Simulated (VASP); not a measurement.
# GaN (P6_3mc) in VASP: a series of runs, part 3 of 3

VASP 6.6.1.

### 6 Single point, r2SCAN (biaxial strain in the a-b plane: -2.0 %, then relaxed in part)

POSCAR reads:

```
GaN
1.0
    3.1194349692      0.0000000000      0.0000000000
   -1.5597174846      2.7015099288      0.0000000000
    0.0000000000      0.0000000000      5.2332845173
Ga N
2 2
Direct
    0.6666666667      0.3333333333      0.5016746301
    0.3333333333      0.6666666667      1.0016746301
    0.6666666667      0.3333333333      0.8733253699
    0.3333333333      0.6666666667      0.3733253699
```

INCAR.step1 reads:

```
ALGO = Normal
EDIFF = 1E-4
ENCUT = 520
GGA = PE
ISMEAR = 0
LASPH = True
LCHARG = False
LREAL = False
LWAVE = True
NBANDS = 26
NELM = 80
PREC = Accurate
SIGMA = 0.02
```

INCAR.step2 reads:

```
ALGO = Normal
EDIFF = 1E-6
ENCUT = 520
ISIF = 2
ISMEAR = 0
ISTART = 1
LASPH = True
LCHARG = True
LELF = True
LMIXTAU = True
LREAL = False
LVHAR = True
LWAVE = False
METAGGA = R2SCAN
NBANDS = 26
NELM = 80
PREC = Accurate
SIGMA = 0.02
```

KPOINTS reads:

```
k-points
0
Gamma
  12 12 6
```

Potentials or basis: VASP PAW PBE potentials, release 64 (Ga_d, N).

On the command line:

```sh
> cat potpaw_PBE.64/Ga_d/POTCAR potpaw_PBE.64/N/POTCAR > POTCAR
> cp INCAR.step1 INCAR
> mpirun -np 1 vasp_std > vasp.out
> cp INCAR.step2 INCAR
> mpirun -np 1 vasp_std > vasp.out
```

OUTCAR:

```text
EDIFF = 1E-6
   ENCUT = 520
   ISIF = 2
   ISMEAR = 0
   ISTART = 1
   LASPH = True
   LREAL = False
   METAGGA = R2SCAN
   NELM = 80
   PREC = Accurate

 ion  position               nearest neighbor table
   1  0.667  0.333  0.502-   4 1.92   4 1.92   4 1.92   3 1.94
   2  0.333  0.667  0.002-   3 1.92   3 1.92   3 1.92   4 1.94
   3  0.667  0.333  0.873-   2 1.92   2 1.92   2 1.92   1 1.94
   4  0.333  0.667  0.373-   1 1.92   1 1.92   1 1.92   2 1.94

  LATTYP: Found a hexagonal cell.
[... 896 lines left out ...]

  FORCE on cell =-STRESS in cart. coord.  units (eV):
  Direction    XX          YY          ZZ          XY          YZ          ZX
  --------------------------------------------------------------------------------------
  -------------------------------------------------------------------------------------
  Total        3.0004999      3.0004999      0.3017969      0.0000000      0.0000000      0.0000000
  in kB      109.0052320    109.0052320     10.9639853      0.0000000      0.0000000      0.0000000
  external PRESSURE =      76.3248165 kB  Pullay stress =       0.0000000 kB

 VOLUME and BASIS-vectors are now :
 -----------------------------------------------------------------------------
  energy-cutoff  :      520.00
  volume of cell :       44.10
      direct lattice vectors                 reciprocal lattice vectors
     3.119434969  0.000000000  0.000000000     0.320570876  0.185081681  0.000000000
    -1.559717485  2.701509929  0.000000000     0.000000000  0.370163363  0.000000000
     0.000000000  0.000000000  5.233284517     0.000000000  0.000000000  0.191084585

 POSITION                                       TOTAL-FORCE (eV/Angst)
 -----------------------------------------------------------------------------------
      1.55972      0.90050      2.62541         0.000000      0.000000      0.016336
     -0.00000      1.80101      0.00876        -0.000000      0.000000      0.016336
      1.55972      0.90050      4.57036        -0.000000     -0.000000     -0.016336
     -0.00000      1.80101      1.95372        -0.000000      0.000000     -0.016336
 -----------------------------------------------------------------------------------
    total drift:                                0.000001      0.000003      0.042774

  FREE ENERGIE OF THE ION-ELECTRON SYSTEM (eV)
  ---------------------------------------------------
  free  energy   TOTEN  =       -43.7566743949 eV

  energy  without entropy=      -43.7566743949  energy(sigma->0) =      -43.75667439
```

OUTCAR.step1:

```text
EDIFF = 1E-4
   ENCUT = 520
   GGA = PE
   ISMEAR = 0
[... 928 lines left out ...]
      1.55972      0.90050      2.62541        -0.000000     -0.000000      0.025515
     -0.00000      1.80101      0.00876        -0.000000      0.000000      0.025515
      1.55972      0.90050      4.57036        -0.000000      0.000000     -0.025515
     -0.00000      1.80101      1.95372         0.000000     -0.000000     -0.025515
 -----------------------------------------------------------------------------------
    total drift:                               -0.000001     -0.000001     -0.000130

  FREE ENERGIE OF THE ION-ELECTRON SYSTEM (eV)
  ---------------------------------------------------
  free  energy   TOTEN  =       -24.1917347534 eV

  energy  without entropy=      -24.1917347534  energy(sigma->0) =      -24.19173475
```

OSZICAR.step1:

```text
N       E                     dE             d eps       ncg     rms          rms(c)
DAV:   1     0.277692417744E+03    0.27769E+03   -0.17717E+04  4356   0.262E+03
DAV:   2     0.699013286515E+01   -0.27070E+03   -0.25505E+03  4280   0.487E+02
DAV:   3    -0.271630124825E+02   -0.34153E+02   -0.33675E+02  4694   0.142E+02
DAV:   4    -0.283017772205E+02   -0.11388E+01   -0.11334E+01  4666   0.276E+01
DAV:   5    -0.283261192858E+02   -0.24342E-01   -0.24303E-01  4910   0.390E+00    0.111E+01
DAV:   6    -0.241046624748E+02    0.42215E+01   -0.10078E+01  6554   0.505E+01    0.306E+00
DAV:   7    -0.242102873750E+02   -0.10562E+00   -0.15262E+00  4210   0.910E+00    0.275E+00
DAV:   8    -0.242047347002E+02    0.55527E-02   -0.13768E-01  6254   0.539E+00    0.705E-01
DAV:   9    -0.241911871109E+02    0.13548E-01   -0.50693E-02  6468   0.390E+00    0.311E-01
DAV:  10    -0.241918505984E+02   -0.66349E-03   -0.32891E-03  4292   0.483E-01    0.708E-02
DAV:  11    -0.241917302667E+02    0.12033E-03   -0.79129E-04  4944   0.513E-01    0.287E-02
DAV:  12    -0.241917347534E+02   -0.44867E-05   -0.81318E-05  2236   0.805E-02
   1 F= -.24191735E+02 E0= -.24191735E+02  d E =-.133093E-15
```

It took 2.5 min on 1 thread of Intel Xeon Platinum 8488C (Sapphire Rapids), shared host; peak memory 0.21 GiB.

What came out:

```yaml
Free_energy: -43.7567 eV
Pressure: 7.6 GPa
Largest_force: 0.016 eV/Å
Band_gap_on_the_k_mesh: 2.41 eV
```

Forces on the atoms (eV/Å):
```
Ga   0.000  0.000  0.016
Ga   0.000  0.000  0.016
N    0.000  0.000 -0.016
N    0.000  0.000 -0.016
```

Levels at points of the mesh, in eV from the valence-band top:
| k point | band 14 | band 15 | band 16 | band 17 | band 18 | band 19 | band 20 | band 21 | band 22 | band 23 |
| --- | --- | --- | --- | --- | --- | --- | --- | --- | --- | --- |
| (0.00, 0.00, 0.00) | -1.03 | -1.03 | -0.25 | 0.00 | 0.00 | 2.41 | 5.30 | 9.84 | 11.00 | 11.00 |
| (0.50, 0.00, 0.00) | -5.64 | -4.55 | -2.87 | -2.47 | -1.10 | 5.83 | 6.13 | 6.42 | 9.43 | 11.11 |
| (0.00, 0.00, 0.50) | -4.26 | -0.53 | -0.53 | -0.53 | -0.53 | 5.01 | 5.01 | 9.17 | 9.17 | 11.52 |
| (0.50, 0.00, 0.50) | -6.94 | -2.24 | -2.24 | -2.05 | -2.05 | 4.82 | 4.82 | 8.55 | 8.55 | 10.87 |

Caveat: the cell differs from its parent crystal (biaxial strain in the a-b plane: -2.0 %, then relaxed in part); the cell stands under pressure; the PAW data sets were made with another functional, which shifts forces and pressure a little.

### 7 Single point, r2SCAN

This run uses another cell than the first one, of 11.03 Å³/atom.

POSCAR is that of step 6.

INCAR.step1 reads:

```
SYSTEM = GaN
PREC = Accurate ; ENCUT = 520
ISMEAR = 0 ; SIGMA = 0.02
LREAL = .FALSE. ; LASPH = .TRUE.
NELM = 80 ; NBANDS = 26
GGA = PE ; ALGO = Normal
EDIFF = 1E-4 ; LWAVE = .TRUE.
LCHARG = .FALSE.
```

INCAR.step2 reads:

```
SYSTEM = GaN
PREC = Accurate ; ENCUT = 520
EDIFF = 1E-6 ; ISMEAR = 0
SIGMA = 0.02 ; LREAL = .FALSE.
LASPH = .TRUE. ; NELM = 80
ALGO = Normal ; ISIF = 2
LWAVE = .FALSE. ; LCHARG = .FALSE.
METAGGA = R2SCAN ; LMIXTAU = .TRUE.
NBANDS = 26 ; ISTART = 1
```

KPOINTS reads:

```
regular mesh
0
G
  12 12 6
  0 0 0
```

Potentials or basis: VASP PAW PBE potentials, release 64 (Ga_d, N).

On the command line:

```sh
> cat potpaw_PBE.64/Ga_d/POTCAR potpaw_PBE.64/N/POTCAR > POTCAR
> cp INCAR.step1 INCAR
> mpirun -np 1 vasp_std > vasp.out
> cp INCAR.step2 INCAR
> mpirun -np 1 vasp_std > vasp.out
```

OUTCAR:

```text
SYSTEM = GaN
   PREC = Accurate
   ENCUT = 520
   EDIFF = 1E-6
   ISMEAR = 0
   LREAL = .FALSE.
   LASPH = .TRUE.
   NELM = 80
   ISIF = 2
   METAGGA = R2SCAN
   ISTART = 1

 ion  position               nearest neighbor table
   1  0.667  0.333  0.502-   4 1.92   4 1.92   4 1.92   3 1.94
   2  0.333  0.667  0.002-   3 1.92   3 1.92   3 1.92   4 1.94
   3  0.667  0.333  0.873-   2 1.92   2 1.92   2 1.92   1 1.94
   4  0.333  0.667  0.373-   1 1.92   1 1.92   1 1.92   2 1.94

  LATTYP: Found a hexagonal cell.
 ALAT       =     3.1194349692
 C/A-ratio  =     1.6776386009

  Lattice vectors:

 A1 = (   3.1194349692,   0.0000000000,   0.0000000000)
 A2 = (  -1.5597174846,   2.7015099288,   0.0000000000)
 A3 = (   0.0000000000,   0.0000000000,   5.2332845173)

Analysis of symmetry for initial positions (statically):
=====================================================================
 Subroutine PRICEL returns:
 Original cell was already a primitive cell.

 Routine SETGRP: Setting up the symmetry group for a
 hexagonal supercell.

 Subroutine GETGRP returns: Found 12 space group operations
 (whereof  6 operations were pure point group operations)
 out of a pool of 24 trial point group operations.

The static configuration has the point symmetry C_3v.
 The point group associated with its full space group is C_6v.

Analysis of symmetry for dynamics (positions and initial velocities):
=====================================================================
 Subroutine PRICEL returns:
 Original cell was already a primitive cell.

 Routine SETGRP: Setting up the symmetry group for a
 hexagonal supercell.

 Subroutine GETGRP returns: Found 12 space group operations
 (whereof  6 operations were pure point group operations)
 out of a pool of 24 trial point group operations.

The dynamic configuration has the point symmetry C_3v.
 The point group associated with its full space group is C_6v.

 Subroutine INISYM returns: Found 12 space group operations
 (whereof  6 operations are pure point group operations),
 and found     1 'primitive' translations

----------------------------------------------------------------------------------------

                                     Primitive cell

  volume of cell :      44.1019

  direct lattice vectors                    reciprocal lattice vectors
     3.119434969  0.000000000  0.000000000     0.320570876  0.185081681  0.000000000
    -1.559717485  2.701509929  0.000000000     0.000000000  0.370163363  0.000000000
     0.000000000  0.000000000  5.233284517     0.000000000  0.000000000  0.191084585

  length of vectors
     3.119434969  3.119434969  5.233284517     0.370163363  0.370163363  0.191084585

  position of ions in fractional coordinates (direct lattice)
     0.666666667  0.333333333  0.501674630
     0.333333333  0.666666667  0.001674630
     0.666666667  0.333333333  0.873325370
     0.333333333  0.666666667  0.373325370

  ion indices of the primitive-cell ions
   primitive index   ion index
                 1           1
                 2           2
                 3           3
                 4           4

----------------------------------------------------------------------------------------

 KPOINTS: regular mesh

Automatic generation of k-mesh.
 Grid dimensions read from file:
[... 22 lines left out ...]
  0.000000  0.000000  0.000000      1.000000
  0.083333 -0.000000  0.000000      6.000000
  0.166667 -0.000000  0.000000      6.000000
  0.250000 -0.000000  0.000000      6.000000
  0.333333 -0.000000  0.000000      6.000000
  0.416667 -0.000000  0.000000      6.000000
[... 16 lines left out ...]
  0.250000 -0.000000  0.166667     12.000000
  0.333333 -0.000000  0.166667     12.000000
 [... further k-points ...]
   k-points           NKPTS =     76   k-points in BZ     NKDIM =     76   number of bands    NBANDS=     26
   number of dos      NEDOS =    301   number of ions     NIONS =      4
   total plane-waves  NPLWV =  23040
   dimension x,y,z NGX =    24 NGY =   24 NGZ =   40
   dimension x,y,z NGXF=    48 NGYF=   48 NGZF=   80
   ions per type =               2   2
   NGX,Y,Z   is equivalent  to a cutoff of  12.79, 12.79, 12.71 a.u.
   NGXF,Y,Z  is equivalent  to a cutoff of  25.58, 25.58, 25.41 a.u.
 SYSTEM =  GaN
   PREC   = accura    normal or accurate (medium, high low for compatibility)
   ISTART =      1    job   : 0-new  1-cont  2-samecut
   ICHARG =      0    charge: 1-file 2-atom 10-const
   ISPIN  =      1    spin polarized calculation?
   LNONCOLLINEAR =      F non collinear calculations
   LSORBIT =      F    spin-orbit coupling
   LASPH  =      T    aspherical Exc in radial PAW
   ENCUT  =  520.0 eV  38.22 Ry    6.18 a.u.   5.80  5.80  9.73*2*pi/ulx,y,z
   NELM   =     80;   NELMIN=  2; NELMDL=  0     # of ELM steps
   EDIFF  = 0.1E-05   stopping-criterion for ELM
   LREAL  =      F    real-space projection
   EDIFFG = 0.1E-04   stopping-criterion for IOM
   NSW    =      0    number of steps for IOM
   IBRION =     -1    ionic relax: 0-MD 1-quasi-New 2-CG
   NFREE  =      0    steps in history (QN), initial steepest desc. (CG)
   ISIF   =      2    stress and relaxation
   ISYM   =      2    0-nonsym 1-usesym 2-fastsym
   POTIM  = 0.5000    time-step for ionic-motion
   TEBEG  =    0.0;   TEEND  =   0.0 temperature during run
   PSTRESS=    0.0 pullay stress
   NELECT =      36.0000    total number of electrons
   NUPDOWN=      -1.0000    fix difference up-down
   EMIN   =  10.00;   EMAX   =-10.00  energy-range for DOS
   EFERMI =   0.00;   METHOD = LEGACY
   ISMEAR =     0;   SIGMA  =   0.02  broadening in eV -4-tet -1-fermi 0-gaus
   EFERMI_NEDOS =   21; number of points for ismear=-14 and -15
   IALGO  =     38    algorithm
   IMIX   =      4    mixing-type and parameters
     AMIX     =   0.40;   BMIX     =  1.00
     AMIX_MAG =   1.60;   BMIX_MAG =  1.00
  volume/ion in A,a.u.               =      11.03        74.40
  Fermi-wavevector in a.u.,A,eV,Ry     =   1.529995  2.891272 31.849675  2.340885
  Thomas-Fermi vector in A             =   2.637539
   LORBIT       =      0    0 simple, 1 ext, 2 COOP (PROOUT), +10 PAW based schemes
   METAGGA = R2SCAN    functional components
   LHFCALC =     F    Hartree Fock is set to
   AEXX    =    0.0000 exact exchange contribution
   IVDW    =     0    specifies the selected vdW correction
   LEPSILON=     F    determine dielectric tensor
   LRPA    =     F    only Hartree local field effects (RPA)
 non-spin polarized calculation
 Gauss-broadening in eV      SIGMA  =   0.02
  energy-cutoff  :      520.00
  volume of cell :       44.10
 maximum number of plane-waves:      1198
 NGX is ok and might be reduce to    24
   NGX = 11   NGY = 11   NGZ = 19

 number of electron      36.0000010 magnetization

 Free energy of the ion-electron system (eV)
  ---------------------------------------------------
  ext. energy  EPLUGINS =         0.00000000
  ---------------------------------------------------
  free energy    TOTEN  =       -43.75667439 eV

  energy without entropy =      -43.75667439  energy(sigma->0) =      -43.75667439

 E-fermi :   5.6181     XC(G=0): -12.8501

 val. band max:        5.5133500672   @ k =   0.0000   0.0000   0.0000
 cond. band min:       7.9262864116   @ k =   0.0000   0.0000   0.0000
 fundamental gap:      2.4129363443
 Fermi energy:         5.6180639746

 k-point     1 :       0.0000    0.0000    0.0000
  band No.  band energies     occupation
      1     -11.6392      2.00000
      2     -10.5629      2.00000
      3      -8.4270      2.00000
      4      -8.4008      2.00000
      5      -8.4008      2.00000
      6      -8.3302      2.00000
[... 685 lines left out ...]
     25      17.7925      0.00000
     26      19.5643      0.00000

 [... further k-points ...]

------------------------ aborting loop because EDIFF is reached ----------------------------------------

  FORCE on cell =-STRESS in cart. coord.  units (eV):
  Direction    XX          YY          ZZ          XY          YZ          ZX
  --------------------------------------------------------------------------------------
  -------------------------------------------------------------------------------------
  Total        3.0004999      3.0004999      0.3017969      0.0000000      0.0000000      0.0000000
  in kB      109.0052320    109.0052320     10.9639853      0.0000000      0.0000000      0.0000000
  external PRESSURE =      76.3248165 kB  Pullay stress =       0.0000000 kB

 VOLUME and BASIS-vectors are now :
 -----------------------------------------------------------------------------
  energy-cutoff  :      520.00
  volume of cell :       44.10
      direct lattice vectors                 reciprocal lattice vectors
     3.119434969  0.000000000  0.000000000     0.320570876  0.185081681  0.000000000
    -1.559717485  2.701509929  0.000000000     0.000000000  0.370163363  0.000000000
     0.000000000  0.000000000  5.233284517     0.000000000  0.000000000  0.191084585

 POSITION                                       TOTAL-FORCE (eV/Angst)
 -----------------------------------------------------------------------------------
      1.55972      0.90050      2.62541         0.000000      0.000000      0.016336
     -0.00000      1.80101      0.00876        -0.000000      0.000000      0.016336
      1.55972      0.90050      4.57036        -0.000000     -0.000000     -0.016336
     -0.00000      1.80101      1.95372        -0.000000      0.000000     -0.016336
 -----------------------------------------------------------------------------------
    total drift:                                0.000001      0.000003      0.042774

  FREE ENERGIE OF THE ION-ELECTRON SYSTEM (eV)
  ---------------------------------------------------
  free  energy   TOTEN  =       -43.7566743949 eV

  energy  without entropy=      -43.7566743949  energy(sigma->0) =      -43.75667439
```

Run time: 2.4 min. Hardware: 1 thread of Intel Xeon Platinum 8488C (Sapphire Rapids), shared host; peak memory 0.22 GiB.

Results:

```
Free energy            : -43.7567 eV
Pressure               : 7.6 GPa
Largest force          : 0.016 eV/Å
Band gap on the k mesh : 2.41 eV
```

Forces in eV/Å, atoms in the order of the input:
```
Ga   0.000  0.000  0.016
Ga   0.000  0.000  0.016
N    0.000  0.000 -0.016
N    0.000  0.000 -0.016
```

Stress tensor (GPa, compression positive):
```
10.90  0.00  0.00
 0.00 10.90  0.00
 0.00  0.00  1.10
```

Caveat: the cell stands under pressure; the PAW data sets were made with another functional, which shifts forces and pressure a little.

### 8 Overview

| cell | gap on the mesh (eV) | pressure (GPa) | largest force (eV/Å) |
| --- | --- | --- | --- |
| a = 2.992, b = 2.992, c = 5.370 Å, angles 90.0, 90.0, 120.0°, 4 atoms, atomic positions A | 2.24 | 23.1 | 0.56 |
| a = 3.056, b = 3.056, c = 5.284 Å, angles 90.0, 90.0, 120.0°, 4 atoms, atomic positions A | 2.40 | 15.1 | 0.02 |
| a = 3.056, b = 3.056, c = 5.308 Å, angles 90.0, 90.0, 120.0°, 4 atoms, atomic positions B | 2.39 | 14.7 | 0.45 |
| a = 3.119, b = 3.119, c = 5.233 Å, angles 90.0, 90.0, 120.0°, 4 atoms, atomic positions B | 2.41 | 7.6 | 0.02 |

Alike in all rows: task single point; level r2SCAN; potentials or basis VASP PAW PBE potentials, release 64 (Ga_d, N); no spin polarisation; k mesh 12 × 12 × 6; cutoff (eV) 520; smearing gaussian 0.02 eV.

Caveats: the cell stands under pressure; the PAW data sets were made with another functional, which shifts forces and pressure a little.

Absolute energies hang on the potentials; compare differences alone.
